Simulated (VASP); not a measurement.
# Si (a cell with a defect) in VASP: a series of runs

Runs on Si (a cell with a defect). Level: r2SCAN. Tasks: single point, relaxation of the atoms.

Everything below comes from runs of VASP 6.6.1. Logs are shortened: lines on timing, memory, paths and dates and some standing lists are left out, and cuts for length are marked.

## Step 1: The cell of the first run

The cell holds a defect, 15 atoms: a = 7.699 Å, b = 7.699 Å, c = 7.699 Å, α = 60.00°, β = 60.00°, γ = 60.00°.

## Step 2: Single point, r2SCAN (atoms taken out, then relaxed in part)

Contents of POSCAR:

```
Si
1.0
    0.0000000000      5.4437023800     -5.4437023800
    5.4437023800      5.4437023800      0.0000000000
    5.4437023800      0.0000000000     -5.4437023800
Si
15
Direct
    0.1253309539      0.1248896820      0.1248896820
    0.1250967644      0.6250967644      0.1247097068
    0.6248896820      0.1248896820      0.1248896820
    0.6248896820      0.6253309539      0.1248896820
    0.1250967644      0.1247097068      0.6250967644
    0.1250967644      0.6250967644      0.6250967644
    0.6248896820      0.1248896820      0.6253309539
    0.6247097068      0.6250967644      0.6250967644
    0.2494937919      0.7494937919      0.2505062081
    0.2494937919      0.2505062081      0.2505062081
    0.7505062081      0.7494937919      0.2505062081
    0.2500000000      0.7500000000      0.7500000000
    0.2494937919      0.2505062081      0.7494937919
    0.7505062081      0.7494937919      0.7494937919
    0.7505062081      0.2505062081      0.7494937919
```

Contents of INCAR.step1:

```
SYSTEM = Si
ALGO = Normal
EDIFF = 1E-4
ENCUT = 520
GGA = PE
ISMEAR = 0
LASPH = .TRUE.
LCHARG = .FALSE.
LREAL = Auto
LWAVE = .TRUE.
NBANDS = 43
NELM = 60
PREC = Accurate
SIGMA = 0.02
```

Contents of INCAR.step2:

```
SYSTEM = Si
ALGO = Normal
EDIFF = 1E-6
ENCUT = 520
ISIF = 2
ISMEAR = 0
ISTART = 1
LASPH = .TRUE.
LCHARG = .FALSE.
LMIXTAU = .TRUE.
LREAL = Auto
LWAVE = .FALSE.
METAGGA = R2SCAN
NBANDS = 43
NELM = 60
PREC = Accurate
SIGMA = 0.02
```

Contents of KPOINTS:

```
k-points
0
G
  2 2 2
  0 0 0
```

Potentials or basis: VASP PAW PBE potentials, release 64 (Si).

Launch:

```
$ cat potpaw_PBE.64/Si/POTCAR > POTCAR
$ cp INCAR.step1 INCAR
$ mpirun -np 1 vasp_std > vasp.out
$ cp INCAR.step2 INCAR
$ mpirun -np 1 vasp_std > vasp.out
```

OUTCAR:

```text
SYSTEM = Si
   EDIFF = 1E-6
   ENCUT = 520
   ISIF = 2
   ISMEAR = 0
   ISTART = 1
   LASPH = .TRUE.
   LREAL = Auto
   METAGGA = R2SCAN
   NELM = 60
   PREC = Accurate

 ion  position               nearest neighbor table
   1  0.125  0.125  0.125-   9 2.36  13 2.36  10 2.36
   2  0.125  0.625  0.125-  10 2.35  11 2.35   9 2.35  12 2.36
   3  0.625  0.125  0.125-  10 2.36  11 2.36  15 2.36
   4  0.625  0.625  0.125-   9 2.36  14 2.36  11 2.36
   5  0.125  0.125  0.625-  10 2.35  15 2.35  13 2.35  12 2.36
   6  0.125  0.625  0.625-   9 2.35  13 2.35  14 2.35  12 2.36
   7  0.625  0.125  0.625-  14 2.36  13 2.36  15 2.36
   8  0.625  0.625  0.625-  11 2.35  15 2.35  14 2.35  12 2.36
   9  0.249  0.749  0.251-   6 2.35   2 2.35   4 2.36   1 2.36
  10  0.249  0.251  0.251-   2 2.35   5 2.35   3 2.36   1 2.36
  11  0.751  0.749  0.251-   2 2.35   8 2.35   3 2.36   4 2.36
  12  0.250  0.750  0.750-   2 2.36   5 2.36   8 2.36   6 2.36
  13  0.249  0.251  0.749-   6 2.35   5 2.35   1 2.36   7 2.36
  14  0.751  0.749  0.749-   6 2.35   8 2.35   7 2.36   4 2.36
  15  0.751  0.251  0.749-   5 2.35   8 2.35   3 2.36   7 2.36

  LATTYP: Found a face centered cubic cell.
 ALAT       =    10.8874047600

  Lattice vectors:

 A1 = (   0.0000000000,   5.4437023800,  -5.4437023800)
 A2 = (   5.4437023800,   5.4437023800,   0.0000000000)
 A3 = (   5.4437023800,   0.0000000000,  -5.4437023800)

Analysis of symmetry for initial positions (statically):
=====================================================================
 Subroutine PRICEL returns:
 Original cell was already a primitive cell.

 Routine SETGRP: Setting up the symmetry group for a
 face centered cubic supercell.

 Subroutine GETGRP returns: Found 24 space group operations
 (whereof  4 operations were pure point group operations)
 out of a pool of 48 trial point group operations.

The static configuration has the point symmetry C_2v.
 The point group associated with its full space group is T_d .

Analysis of symmetry for dynamics (positions and initial velocities):
=====================================================================
 Subroutine PRICEL returns:
 Original cell was already a primitive cell.

 Routine SETGRP: Setting up the symmetry group for a
 face centered cubic supercell.

 Subroutine GETGRP returns: Found 24 space group operations
 (whereof  4 operations were pure point group operations)
 out of a pool of 48 trial point group operations.

The dynamic configuration has the point symmetry C_2v.
 The point group associated with its full space group is T_d .

 Subroutine INISYM returns: Found 24 space group operations
 (whereof  4 operations are pure point group operations),
 and found     1 'primitive' translations

----------------------------------------------------------------------------------------

                                     Primitive cell

  volume of cell :     322.6362

  direct lattice vectors                    reciprocal lattice vectors
     0.000000000  5.443702380 -5.443702380    -0.091849254  0.091849254 -0.091849254
     5.443702380  5.443702380  0.000000000     0.091849254  0.091849254  0.091849254
     5.443702380  0.000000000 -5.443702380     0.091849254 -0.091849254 -0.091849254

  length of vectors
     7.698557735  7.698557735  7.698557735     0.159087574  0.159087574  0.159087574

  position of ions in fractional coordinates (direct lattice)
     0.125330954  0.124889682  0.124889682
     0.125096764  0.625096764  0.124709707
     0.624889682  0.124889682  0.124889682
     0.624889682  0.625330954  0.124889682
     0.125096764  0.124709707  0.625096764
     0.125096764  0.625096764  0.625096764
     0.624889682  0.124889682  0.625330954
     0.624709707  0.625096764  0.625096764
     0.249493792  0.749493792  0.250506208
     0.249493792  0.250506208  0.250506208
     0.750506208  0.749493792  0.250506208
     0.250000000  0.750000000  0.750000000
     0.249493792  0.250506208  0.749493792
     0.750506208  0.749493792  0.749493792
     0.750506208  0.250506208  0.749493792

[... 52 lines left out ...]
   NGX = 29   NGY = 29   NGZ = 29

 number of electron      60.0000004 magnetization

 Free energy of the ion-electron system (eV)
  ---------------------------------------------------
  ext. energy  EPLUGINS =         0.00000000
  ---------------------------------------------------
  free energy    TOTEN  =      -127.58904176 eV

  energy without entropy =     -127.58374162  energy(sigma->0) =     -127.58639169

 E-fermi :   5.8950     XC(G=0):  -9.5634

 val. band max:        4.5625560910   @ k =   0.0000   0.0000   0.0000
 cond. band min:       5.9086316105   @ k =   0.5000   0.5000   0.0000
 fundamental gap:      1.3460755195
 Fermi energy:         5.8949510162

 k-point     1 :       0.0000    0.0000    0.0000
  band No.  band energies     occupation
      1      -7.2271      2.00000
      2      -4.9507      2.00000
      3      -4.9507      2.00000
      4      -4.9507      2.00000
      5      -4.3490      2.00000
      6      -3.0861      2.00000
[... 34 lines left out ...]
     41       7.0977      0.00000
     42       8.0878      0.00000

 k-point     2 :       0.5000    0.0000    0.0000
  band No.  band energies     occupation
      1      -6.5652      2.00000
      2      -6.2493      2.00000
      3      -4.5989      2.00000
      4      -4.5989      2.00000
      5      -4.5514      2.00000
      6      -4.4331      2.00000
[... 34 lines left out ...]
     41       8.8628      0.00000
     42       9.6099      0.00000

 k-point     3 :       0.5000    0.5000    0.0000
  band No.  band energies     occupation
      1      -6.2414      2.00000
      2      -6.0750      2.00000
      3      -5.2639      2.00000
      4      -5.2148      2.00000
      5      -5.2148      2.00000
      6      -4.3188      2.00000
[... 34 lines left out ...]
     41       9.8130      0.00000
     42       9.8374      0.00000
 [bands above 42 left out]

------------------------ aborting loop because EDIFF is reached ----------------------------------------

  FORCE on cell =-STRESS in cart. coord.  units (eV):
  Direction    XX          YY          ZZ          XY          YZ          ZX
  --------------------------------------------------------------------------------------
  -------------------------------------------------------------------------------------
  Total       -3.2056066     -3.2056066     -3.2056066      0.0000000      0.0000000      0.0000000
  in kB      -15.9187036    -15.9187036    -15.9187036      0.0000000      0.0000000      0.0000000
  external PRESSURE =     -15.9187036 kB  Pullay stress =       0.0000000 kB

 VOLUME and BASIS-vectors are now :
 -----------------------------------------------------------------------------
  energy-cutoff  :      520.00
  volume of cell :      322.64
      direct lattice vectors                 reciprocal lattice vectors
     0.000000000  5.443702380 -5.443702380    -0.091849254  0.091849254 -0.091849254
     5.443702380  5.443702380  0.000000000     0.091849254  0.091849254  0.091849254
     5.443702380  0.000000000 -5.443702380     0.091849254 -0.091849254 -0.091849254

 POSITION                                       TOTAL-FORCE (eV/Angst)
 -----------------------------------------------------------------------------------
      1.35972      1.36213     -1.36213        -0.004320      0.004320     -0.004320
      4.08172      4.08383     -1.35987         0.011181     -0.011181     -0.011181
      1.35972      4.08158     -4.08158        -0.004320     -0.004320      0.004320
      4.08398      6.80583     -4.08158         0.004320      0.004320      0.004320
      4.08172      1.35987     -4.08383         0.011181      0.011181      0.011181
      6.80568      4.08383     -4.08383        -0.011181     -0.011181      0.011181
      4.08398      4.08158     -6.80583         0.004320     -0.004320     -0.004320
      6.80568      6.80357     -6.80357        -0.011181      0.011181     -0.011181
      5.44370      5.43819     -2.72185        -0.000000     -0.008076     -0.000000
      2.72736      2.72185     -2.72185         0.008076     -0.000000     -0.000000
      5.44370      8.16555     -5.44921        -0.000000     -0.000000     -0.008076
      8.16555      5.44370     -5.44370        -0.000000     -0.000000      0.000000
      5.44370      2.72185     -5.43819        -0.000000     -0.000000      0.008076
      8.16004      8.16555     -8.16555        -0.008076     -0.000000     -0.000000
      5.44370      5.44921     -8.16555        -0.000000      0.008076     -0.000000
 -----------------------------------------------------------------------------------
    total drift:                                0.000000      0.000000     -0.000000

  FREE ENERGIE OF THE ION-ELECTRON SYSTEM (eV)
  ---------------------------------------------------
  free  energy   TOTEN  =      -127.5890417589 eV

  energy  without entropy=     -127.5837416201  energy(sigma->0) =     -127.58639169
```

It took 6.4 min on 1 thread of Intel Xeon 8259CL, shared host; peak memory 0.51 GiB.

Results:

```
Free energy            : -127.5890 eV
Pressure               : -1.6 GPa
Largest force          : 0.019 eV/Å
Band gap on the k mesh : zero (bands 30 and 31 overlap by 0.25 eV)
```

Forces in eV/Å, atoms in the order of the input:
```
Si  -0.004  0.004 -0.004
Si   0.011 -0.011 -0.011
Si  -0.004 -0.004  0.004
Si   0.004  0.004  0.004
Si   0.011  0.011  0.011
Si  -0.011 -0.011  0.011
Si   0.004 -0.004 -0.004
Si  -0.011  0.011 -0.011
Si   0.000 -0.008  0.000
Si   0.008  0.000  0.000
Si   0.000  0.000 -0.008
Si   0.000  0.000  0.000
Si   0.000  0.000  0.008
Si  -0.008  0.000  0.000
Si   0.000  0.008  0.000
```

Caveat: the k points lie up to 0.50 Å⁻¹ apart; the cell differs from its parent crystal (atoms taken out, then relaxed in part); the PAW data sets were made with another functional, which shifts forces and pressure a little.

## Step 3: Single point, r2SCAN

Contents of POSCAR:

```
Si
1.0
    0.0000000000      5.4437023800     -5.4437023800
    5.4437023800      5.4437023800      0.0000000000
    5.4437023800      0.0000000000     -5.4437023800
Si
15
Direct
    0.1253309701      0.1248897262      0.1248897262
    0.1250967545      0.6250967196      0.1247097017
    0.6248896913      0.1248897262      0.1248897262
    0.6248896913      0.6253309352      0.1248897262
    0.1250967545      0.1247097017      0.6250967196
    0.1250967545      0.6250967196      0.6250967196
    0.6248896913      0.1248897262      0.6253309352
    0.6247096668      0.6250967196      0.6250967196
    0.2494938013      0.7494937664      0.2505061638
    0.2494938013      0.2505061638      0.2505061638
    0.7505063126      0.7494937664      0.2505061638
    0.2499998907      0.7500000395      0.7500000395
    0.2494938013      0.2505061638      0.7494937664
    0.7505063126      0.7494937664      0.7494937664
    0.7505063126      0.2505061638      0.7494937664
```

INCAR.step1 is that of step 2.

Contents of INCAR.step2:

```
SYSTEM = Si
ALGO = Normal
EDIFF = 1E-7
ENCUT = 520
ISIF = 2
ISMEAR = 0
ISTART = 1
LASPH = .TRUE.
LCHARG = .TRUE.
LELF = .TRUE.
LMIXTAU = .TRUE.
LREAL = Auto
LVHAR = .TRUE.
LWAVE = .FALSE.
METAGGA = R2SCAN
NBANDS = 43
NELM = 60
PREC = Accurate
SIGMA = 0.02
```

KPOINTS is that of step 2.

Potentials or basis: VASP PAW PBE potentials, release 64 (Si).

Launch:

```
$ cat potpaw_PBE.64/Si/POTCAR > POTCAR
$ cp INCAR.step1 INCAR
$ mpirun -np 1 vasp_std > vasp.out
$ cp INCAR.step2 INCAR
$ mpirun -np 1 vasp_std > vasp.out
```

It took 8.8 min on 1 thread of Intel Xeon 8259CL, shared host; peak memory 0.52 GiB.

The run converged. Its results:

| Item | Value |
| --- | --- |
| Free energy | -127.5890 eV |
| Pressure | -1.6 GPa |
| Largest force | 0.019 eV/Å |
| Band gap on the k mesh | zero (bands 30 and 31 overlap by 0.25 eV) |

Forces in eV/Å, atoms in the order of the input:
```
Si  -0.004  0.004 -0.004
Si   0.011 -0.011 -0.011
Si  -0.004 -0.004  0.004
Si   0.004  0.004  0.004
Si   0.011  0.011  0.011
Si  -0.011 -0.011  0.011
Si   0.004 -0.004 -0.004
Si  -0.011  0.011 -0.011
Si   0.000 -0.008  0.000
Si   0.008  0.000  0.000
Si   0.000  0.000 -0.008
Si   0.000  0.000  0.000
Si   0.000  0.000  0.008
Si  -0.008  0.000  0.000
Si   0.000  0.008  0.000
```

Levels at points of the mesh, in eV from the Fermi level:
| k point | band 26 | band 27 | band 28 | band 29 | band 30 | band 31 | band 32 | band 33 | band 34 | band 35 |
| --- | --- | --- | --- | --- | --- | --- | --- | --- | --- | --- |
| (0.00, 0.00, 0.00) | -2.11 | -1.33 | -1.33 | -1.33 | 0.26 | 0.26 | 0.26 | 0.30 | 0.33 | 0.33 |
| (0.50, 0.00, 0.00) | -2.44 | -2.44 | -1.64 | -1.64 | -1.59 | 0.39 | 0.39 | 0.93 | 0.93 | 0.95 |
| (0.50, 0.50, 0.00) | -2.59 | -2.44 | -2.26 | -2.18 | -1.86 | 0.01 | 0.01 | 0.70 | 0.81 | 1.94 |

Caveat: the k points lie up to 0.50 Å⁻¹ apart; the PAW data sets were made with another functional, which shifts forces and pressure a little.

## Step 4: Single point, r2SCAN

Contents of POSCAR:

```
Si
1.0
    0.0000000000      5.4437023800     -5.4437023800
    5.4437023800      5.4437023800      0.0000000000
    5.4437023800      0.0000000000     -5.4437023800
Si
15
Direct
   -0.2503306399      0.2501102017      0.2501102017
    0.1244938560      0.6255061835      0.1244938560
    0.6255061835      0.1244938560      0.1244938560
    0.6255061835      0.6255061835      0.1244938560
    0.1244938560      0.1244938560      0.6255061835
    0.1244938560      0.6255061835      0.6255061835
    0.6255061835      0.1244938560      0.6255061835
    0.6250000023      0.6250000023      0.6250000023
    0.2501102017      0.7496694740      0.2501102017
    0.2501102017      0.2501102017      0.2501102017
    0.7499032304      0.7499032304      0.2502903180
    0.2502903180      0.7499032304      0.7499032304
    0.2501102017      0.2501102017      0.7496694740
    0.7499032304      0.7499032304      0.7499032304
    0.7499032304      0.2502903180      0.7499032304
```

Contents of INCAR.step1:

```
  ALGO = Normal
  EDIFF = 1E-4
  ENCUT = 520
  GGA = PE
  ISMEAR = 0
  LASPH = True
  LCHARG = False
  LREAL = Auto
  LWAVE = True
  NBANDS = 43
  NELM = 80
  PREC = Accurate
  SIGMA = 0.02
```

Contents of INCAR.step2:

```
  ALGO = Normal
  EDIFF = 1E-7
  ENCUT = 520
  ISIF = 2
  ISMEAR = 0
  ISTART = 1
  LASPH = True
  LCHARG = True
  LELF = True
  LMIXTAU = True
  LREAL = Auto
  LVHAR = True
  LWAVE = False
  METAGGA = R2SCAN
  NBANDS = 43
  NELM = 80
  PREC = Accurate
  SIGMA = 0.02
```

Contents of KPOINTS:

```
k-points
0
Gamma
  2 2 2
```

Launch:

```
$ cat potpaw_PBE.64/Si/POTCAR > POTCAR
$ cp INCAR.step1 INCAR
$ mpirun -np 1 vasp_std > vasp.out
$ cp INCAR.step2 INCAR
$ mpirun -np 1 vasp_std > vasp.out
```

Wall time 9.6 min (1 thread of Intel Xeon 8259CL, shared host); peak memory 0.52 GiB.

Results (log left out):

```yaml
Free_energy: -127.5889 eV
Pressure: -1.6 GPa
Largest_force: 0.019 eV/Å
Band_gap_on_the_k_mesh: zero (bands 30 and 31 overlap by 0.25 eV)
```

Forces on the atoms (eV/Å):
```
Si   0.005 -0.005  0.005
Si   0.000  0.000  0.001
Si  -0.001  0.000  0.000
Si   0.000  0.001  0.000
Si   0.000 -0.001  0.000
Si   0.001  0.000  0.000
Si   0.000  0.000 -0.001
Si   0.000  0.000  0.000
Si  -0.005 -0.005 -0.005
Si   0.005  0.005 -0.005
Si  -0.011  0.011  0.011
Si   0.011 -0.011  0.011
Si  -0.005  0.005  0.005
Si   0.011  0.011 -0.011
Si  -0.011 -0.011 -0.011
```

Levels at points of the mesh, in eV from the Fermi level:
| k point | band 27 | band 28 | band 29 | band 30 | band 31 | band 32 | band 33 | band 34 |
| --- | --- | --- | --- | --- | --- | --- | --- | --- |
| (0.00, 0.00, 0.00) | -1.33 | -1.33 | -1.33 | 0.26 | 0.26 | 0.26 | 0.30 | 0.33 |
| (0.50, 0.00, 0.00) | -2.44 | -1.64 | -1.64 | -1.59 | 0.39 | 0.39 | 0.93 | 0.93 |
| (0.50, 0.50, 0.00) | -2.44 | -2.26 | -2.18 | -1.86 | 0.01 | 0.01 | 0.70 | 0.81 |

Caveat: the k points lie up to 0.50 Å⁻¹ apart; the PAW data sets were made with another functional, which shifts forces and pressure a little.

## Step 5: Relaxation of the atoms, r2SCAN (atoms taken out)

Contents of POSCAR:

```
Si
1.0
    0.0000000000      5.4437023800     -5.4437023800
    5.4437023800      5.4437023800      0.0000000000
    5.4437023800      0.0000000000     -5.4437023800
Si
15
Direct
    0.1250000000      0.1250000000      0.1250000000
    0.1250000000      0.6250000000      0.1250000000
    0.6250000000      0.1250000000      0.1250000000
    0.6250000000      0.6250000000      0.1250000000
    0.1250000000      0.1250000000      0.6250000000
    0.1250000000      0.6250000000      0.6250000000
    0.6250000000      0.1250000000      0.6250000000
    0.6250000000      0.6250000000      0.6250000000
    0.2500000000      0.7500000000      0.2500000000
    0.2500000000      0.2500000000      0.2500000000
    0.7500000000      0.7500000000      0.2500000000
    0.2500000000      0.7500000000      0.7500000000
    0.2500000000      0.2500000000      0.7500000000
    0.7500000000      0.7500000000      0.7500000000
    0.7500000000      0.2500000000      0.7500000000
```

Contents of INCAR.step1:

```
PREC = Accurate
ENCUT = 520
ISMEAR = 0
SIGMA = 0.02
LREAL = Auto
LASPH = True
NELM = 80
GGA = PE
ALGO = Normal
EDIFF = 1E-4
LWAVE = True
LCHARG = False
```

Contents of INCAR.step2:

```
PREC = Accurate
ENCUT = 520
EDIFF = 1E-6
ISMEAR = 0
SIGMA = 0.02
LREAL = Auto
LASPH = True
NELM = 80
ALGO = Normal
ISIF = 2
LWAVE = False
LCHARG = False
METAGGA = R2SCAN
LMIXTAU = True
IBRION = 2
NSW = 80
EDIFFG = -0.02
ISTART = 1
```

Contents of KPOINTS:

```
Automatic mesh
0
Gamma
  2 2 2
```

Launch:

```
$ cat potpaw_PBE.64/Si/POTCAR > POTCAR
$ cp INCAR.step1 INCAR
$ mpirun -np 1 vasp_std > vasp.out
$ cp INCAR.step2 INCAR
$ mpirun -np 1 vasp_std > vasp.out
```

It took 8.8 min on 1 thread of AMD EPYC 9755, shared host; peak memory 0.53 GiB.

Results (log left out):

| Quantity | Value |
| --- | --- |
| Free energy | -127.5890 eV |
| Energy gained by relaxing | 0.1 meV/atom |
| Ionic steps | 3 |
| Pressure after relaxing | -1.6 GPa |
| Largest force after relaxing | 0.014 eV/Å |
| Band gap on the k mesh | zero (bands 30 and 31 overlap by 0.25 eV) |

Forces in eV/Å, atoms in the order of the input:
```
Si  -0.008  0.008 -0.008
Si  -0.002  0.002  0.002
Si  -0.008 -0.008  0.008
Si   0.008  0.008  0.008
Si  -0.002 -0.002 -0.002
Si   0.002  0.002 -0.002
Si   0.008 -0.008 -0.008
Si   0.002 -0.002  0.002
Si   0.000  0.003  0.000
Si  -0.003  0.000  0.000
Si   0.000  0.000  0.003
Si   0.000  0.000  0.000
Si   0.000  0.000 -0.003
Si   0.003  0.000  0.000
Si   0.000 -0.003  0.000
```

The path:
```csv
step,energy change (eV),largest force (eV/Å),pressure (GPa)
1,0.0000,0.0914,-1.62
2,-0.0016,0.0235,-1.60
3,-0.0017,0.0142,-1.60
```

Final structure:
```xyz
15
Lattice="0.0000 5.4437 -5.4437 5.4437 5.4437 0.0000 5.4437 0.0000 -5.4437" Properties=species:S:1:pos:R:3 pbc="T T T"
Si    1.3604    1.3614   -1.3614
Si    4.0824    4.0831   -1.3606
Si    1.3604    4.0823   -4.0823
Si    4.0833    6.8051   -4.0823
Si    4.0824    1.3606   -4.0831
Si    6.8050    4.0831   -4.0831
Si    4.0833    4.0823   -6.8051
Si    6.8050    6.8043   -6.8043
Si    5.4437    5.4376   -2.7219
Si    2.7280    2.7219   -2.7219
Si    5.4437    8.1656   -5.4498
Si    8.1656    5.4437   -5.4437
Si    5.4437    2.7219   -5.4376
Si    8.1594    8.1656   -8.1656
Si    5.4437    5.4498   -8.1656
```

Levels at points of the mesh, in eV from the Fermi level:
```tsv
k point	band 28	band 29	band 30	band 31	band 32	band 33
(0.00, 0.00, 0.00)	-1.33	-1.33	0.26	0.26	0.26	0.30
(0.50, 0.00, 0.00)	-1.64	-1.64	-1.59	0.39	0.39	0.94
(0.50, 0.50, 0.00)	-2.26	-2.18	-1.86	0.01	0.01	0.70
```

Caveat: the k points lie up to 0.50 Å⁻¹ apart; the cell differs from its parent crystal (atoms taken out); the PAW data sets were made with another functional, which shifts forces and pressure a little.

The gap in the log of VASP goes by the Fermi energy; the results here count the filled bands.